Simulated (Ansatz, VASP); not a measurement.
# Ta: VASP beside Ansatz

File INCAR:

```
SYSTEM = Ta
ALGO = Normal
EDIFF = 1E-6
ENCUT = 520
ISIF = 2
ISMEAR = -1
LASPH = .True.
LCHARG = .True.
LELF = .True.
LREAL = .False.
LVHAR = .True.
LWAVE = .False.
NBANDS = 18
NELM = 60
PREC = Accurate
SIGMA = 0.15
```

File KPOINTS:

```
k-points
0
Gamma
  12 12 6
  0 0 0
```

File POSCAR:

```
Ta
1.0
    2.9003720000      0.0000000000      0.0000000000
   -1.4501860000      2.5117960000      0.0000000000
    0.0000000000      0.0000000000      5.1662740000
Ta
2
Direct
    0.6666666667      0.3333333333      0.7500000000
    0.3333333333      0.6666666667      0.2500000000
```

Input for Ansatz:

```yaml
crystal:
  lattice:
    - [2.900372, 0.0, 0.0]
    - [-1.450186, 2.511796, 0.0]
    - [0.0, 0.0, 5.166274]
  atoms:
    - { symbol: Ta, position: [0.6666666666666666, 0.3333333333333333, 0.75] }
    - { symbol: Ta, position: [0.3333333333333333, 0.6666666666666666, 0.25] }
basis:
  ecutwfc: 550.0
kpoints:
  mp_grid:
    grid: [12, 12, 6]
hamiltonian:
  xc: lda
scf:
  occupations:
    method: fermi_dirac
    width: 0.15
output:
  stress: true
```

Alike in both runs: task single point; functional LDA; k mesh 12 × 12 × 6; occupations fermi-dirac, width 0.15 eV; no spin polarisation.

|  | VASP | Ansatz |
| --- | --- | --- |
| version | VASP 6.6.1 | Ansatz 0.2.0 |
| potentials or method | VASP PAW LDA potentials, release 64 (Ta_pv), cutoff 520 eV | plane waves, PAW |
| valence electrons in the cell | 22 | 26 |

Ansatz gave:

* pressure (GPa): -11.4
* traceless stress, the component that is largest in VASP (GPa): 1.14

**Question.** Estimate VASP's values.

**Answer.** Pressure (GPa): -10.8; traceless stress, the component that is largest in VASP (GPa): 1.17.

LDA's correlation is that of Perdew and Zunger in VASP and of Perdew and Wang (1992) in Ansatz. VASP's potentials hold 22 valence electrons a cell and Ansatz's 26, so a difference there can come from the potentials and not from the codes.

Neither program's run includes spin-orbit coupling.
